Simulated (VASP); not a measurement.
# GaN (Fm-3m) in VASP: a series of runs, part 2 of 2

VASP 6.6.1. Earlier steps stand in the parts before.

### 3 Single point, PBE

INCAR

```
SYSTEM = GaN
PREC     = Accurate       ! precision mode
ENCUT    = 520            ! plane-wave cutoff, eV
EDIFF    = 1E-7           ! SCF threshold, eV
ISMEAR   = 0              ! smearing method
SIGMA    = 0.023          ! smearing width, eV
LREAL    = .False.        ! projectors in reciprocal space
LASPH    = .True.         ! aspherical terms in the spheres
NELM     = 80             ! most SCF steps
ALGO     = Normal         ! electronic algorithm
ISIF     = 2              ! what is computed and relaxed
LWAVE    = .False.        ! write WAVECAR
LCHARG   = .False.        ! write CHGCAR
GGA      = PE             ! functional
NBANDS   = 16             ! bands
```

KPOINTS

```
Automatic mesh
0
Gamma
  11 11 11
  0 0 0
```

POSCAR

```
GaN
1.0
    0.0000000000      2.1352350000      2.1352350000
    2.1352350000      0.0000000000      2.1352350000
    2.1352350000      2.1352350000      0.0000000000
Ga N
1 1
Direct
    0.0000000000      0.0000000000      0.0000000000
    0.5000000000      0.5000000000      0.5000000000
```

Potentials or basis: VASP PAW PBE potentials, release 64 (Ga_d, N).

Run with:

```
$ cat potpaw_PBE.64/Ga_d/POTCAR potpaw_PBE.64/N/POTCAR > POTCAR
$ mpirun -np 1 vasp_std > vasp.out
```

OUTCAR:

```text
SYSTEM = GaN
   PREC = Accurate
   ENCUT = 520
   EDIFF = 1E-7
   ISMEAR = 0
   LREAL = .False.
   LASPH = .True.
   NELM = 80
   ISIF = 2
   GGA = PE

 ion  position               nearest neighbor table
   1  0.000  0.000  0.000-   2 2.14   2 2.14   2 2.14   2 2.14   2 2.14   2 2.14
   2  0.500  0.500  0.500-   1 2.14   1 2.14   1 2.14   1 2.14   1 2.14   1 2.14

  LATTYP: Found a face centered cubic cell.
 ALAT       =     4.2704700000

  Lattice vectors:

 A1 = (   0.0000000000,   2.1352350000,   2.1352350000)
 A2 = (   2.1352350000,   0.0000000000,   2.1352350000)
 A3 = (   2.1352350000,   2.1352350000,   0.0000000000)

Analysis of symmetry for initial positions (statically):
=====================================================================
 Subroutine PRICEL returns:
 Original cell was already a primitive cell.

 Routine SETGRP: Setting up the symmetry group for a
 face centered cubic supercell.

 Subroutine GETGRP returns: Found 48 space group operations
 (whereof 48 operations were pure point group operations)
 out of a pool of 48 trial point group operations.

The static configuration has the point symmetry O_h .

[... 155 lines left out ...]
  ---------------------------------------------------
  free energy    TOTEN  =       -11.20667829 eV

  energy without entropy =      -11.20667829  energy(sigma->0) =      -11.20667829

 E-fermi :   7.7291     XC(G=0): -12.9044

 val. band max:        7.5261995167   @ k =  -0.1818   0.1818   0.0000
 cond. band min:       8.0668679120   @ k =   0.4545   0.4545   0.0000
 fundamental gap:      0.5406683953
 Fermi energy:         7.7291330238

 k-point     1 :       0.0000    0.0000    0.0000
  band No.  band energies     occupation
      1      -9.4813      2.00000
      2      -6.4857      2.00000
      3      -6.4857      2.00000
      4      -6.4857      2.00000
      5      -6.3986      2.00000
      6      -6.3986      2.00000
[... 433 lines left out ...]
      3      -6.5343      2.00000
      4      -6.5178      2.00000
      5      -6.4020      2.00000
      6      -6.1911      2.00000
[... 8 lines left out ...]
     15      25.4450      0.00000
     16      27.6276      0.00000

 [... further k-points ...]
[... 5 lines left out ...]
  --------------------------------------------------------------------------------------
  -------------------------------------------------------------------------------------
  Total        0.0505734      0.0505734      0.0505734      0.0000000      0.0000000     -0.0000000
  in kB        4.1616504      4.1616504      4.1616504      0.0000000      0.0000000     -0.0000000
  external PRESSURE =       4.1616504 kB  Pullay stress =       0.0000000 kB

 VOLUME and BASIS-vectors are now :
 -----------------------------------------------------------------------------
  energy-cutoff  :      520.00
  volume of cell :       19.47
      direct lattice vectors                 reciprocal lattice vectors
     0.000000000  2.135235000  2.135235000    -0.234166263  0.234166263  0.234166263
     2.135235000  0.000000000  2.135235000     0.234166263 -0.234166263  0.234166263
     2.135235000  2.135235000  0.000000000     0.234166263  0.234166263 -0.234166263

 POSITION                                       TOTAL-FORCE (eV/Angst)
 -----------------------------------------------------------------------------------
      0.00000      0.00000      0.00000         0.000000     -0.000000      0.000000
      2.13524      2.13524      2.13524         0.000000      0.000000      0.000000
 -----------------------------------------------------------------------------------
    total drift:                                0.000000     -0.000000     -0.000000

  FREE ENERGIE OF THE ION-ELECTRON SYSTEM (eV)
  ---------------------------------------------------
  free  energy   TOTEN  =       -11.2066782854 eV

  energy  without entropy=      -11.2066782854  energy(sigma->0) =      -11.20667829
```

OSZICAR:

```text
N       E                     dE             d eps       ncg     rms          rms(c)
DAV:   1     0.776717326216E+02    0.77672E+02   -0.90908E+03  2016   0.210E+03
DAV:   2    -0.811630187626E+01   -0.85788E+02   -0.78709E+02  2064   0.328E+02
DAV:   3    -0.129523923610E+02   -0.48361E+01   -0.48199E+01  2152   0.658E+01
DAV:   4    -0.129961135615E+02   -0.43721E-01   -0.43718E-01  2144   0.658E+00
DAV:   5    -0.129966239984E+02   -0.51044E-03   -0.51044E-03  2200   0.665E-01    0.726E+00
DAV:   6    -0.112311100938E+02    0.17655E+01   -0.44338E+00  2608   0.388E+01    0.239E+00
DAV:   7    -0.112217765016E+02    0.93336E-02   -0.21503E-01  2152   0.528E+00    0.156E+00
DAV:   8    -0.112086428083E+02    0.13134E-01   -0.36379E-02  1936   0.208E+00    0.567E-01
DAV:   9    -0.112066402276E+02    0.20026E-02   -0.66630E-03  2240   0.175E+00    0.124E-01
DAV:  10    -0.112066859947E+02   -0.45767E-04   -0.59351E-04  2064   0.281E-01    0.331E-02
DAV:  11    -0.112066766832E+02    0.93115E-05   -0.41062E-05  2256   0.749E-02    0.805E-03
DAV:  12    -0.112066784588E+02   -0.17756E-05   -0.29489E-06  2168   0.286E-02    0.400E-03
DAV:  13    -0.112066783437E+02    0.11509E-06   -0.22536E-07  1904   0.461E-03    0.980E-04
DAV:  14    -0.112066782854E+02    0.58304E-07   -0.11635E-08  1112   0.985E-04
   1 F= -.11206678E+02 E0= -.11206678E+02  d E =-.181492E-37
```

stdout:

```text
POSCAR found type information on POSCAR GaN
 POSCAR found :  2 types and       2 ions
 scaLAPACK will be used
 LDA part: xc-table for (Slater+PW92), standard interpolation
 POSCAR, INCAR and KPOINTS ok, starting setup
 FFT: planning ... GRIDC
 FFT: planning ... GRID_SOFT
 FFT: planning ... GRID
 WAVECAR not read
 entering main loop
```

Wall time 14 s (1 thread of Intel Xeon Platinum 8259CL at 2.50GHz (Skylake/Cascade Lake), shared host); peak memory 0.15 GiB.

What came out:

```yaml
Free_energy: -11.2067 eV
Pressure: 0.4 GPa
Band_gap_on_the_k_mesh: 0.54 eV, indirect (least direct gap 2.37 eV)
```

Levels at points of the mesh, in eV from the valence-band top:
```
           k point  band 6  band 7  band 8  band 9  band 10  band 11  band 12  band 13
(0.00, 0.00, 0.00)  -13.92   -0.49   -0.49   -0.49     1.88    14.53    14.53    14.53
```

### 4 Single point, PBE

INCAR

```
SYSTEM = GaN
PREC = Accurate
ENCUT = 520
EDIFF = 1E-6
ISMEAR = 0
SIGMA = 0.025
LREAL = .FALSE.
LASPH = .TRUE.
NELM = 100
ALGO = Normal
ISIF = 2
LWAVE = .FALSE.
LCHARG = .FALSE.
GGA = PE
NBANDS = 16
```

KPOINTS

```
regular mesh
0
G
  11 11 11
  0 0 0
```

POSCAR is that of step 3.

Run with:

```
$ cat potpaw_PBE.64/Ga_d/POTCAR potpaw_PBE.64/N/POTCAR > POTCAR
$ mpirun -np 1 vasp_std > vasp.out
```

Run time: 12 s. Hardware: 1 thread of Intel Xeon Platinum 8259CL at 2.50GHz (Skylake/Cascade Lake), shared host; peak memory 0.15 GiB.

The run converged. Its results:

```
Free energy            : -11.2067 eV
Pressure               : 0.4 GPa
Band gap on the k mesh : 0.54 eV, indirect (least direct gap 2.37 eV)
```

Levels at points of the mesh, in eV from the valence-band top:
```
           k point  band 5  band 6  band 7  band 8  band 9  band 10  band 11  band 12  band 13  band 14
(0.00, 0.00, 0.00)  -13.92  -13.92   -0.49   -0.49   -0.49     1.88    14.53    14.53    14.53    15.37
```

### 5 Summary

| smearing | gap on the mesh (eV) | pressure (GPa) |
| --- | --- | --- |
| gaussian 0.022 eV | 0.54 | 0.4 |
| gaussian 0.023 eV | 0.54 | 0.4 |
| gaussian 0.025 eV | 0.54 | 0.4 |

Alike in all rows: task single point; level PBE; potentials or basis VASP PAW PBE potentials, release 64 (Ga_d, N); no spin polarisation; cell as given; k mesh 11 × 11 × 11; cutoff (eV) 520.

On the cell as given the gap runs from 0.54 eV (PBE) to 0.54 eV (PBE).

Absolute energies hang on the potentials; compare differences alone.
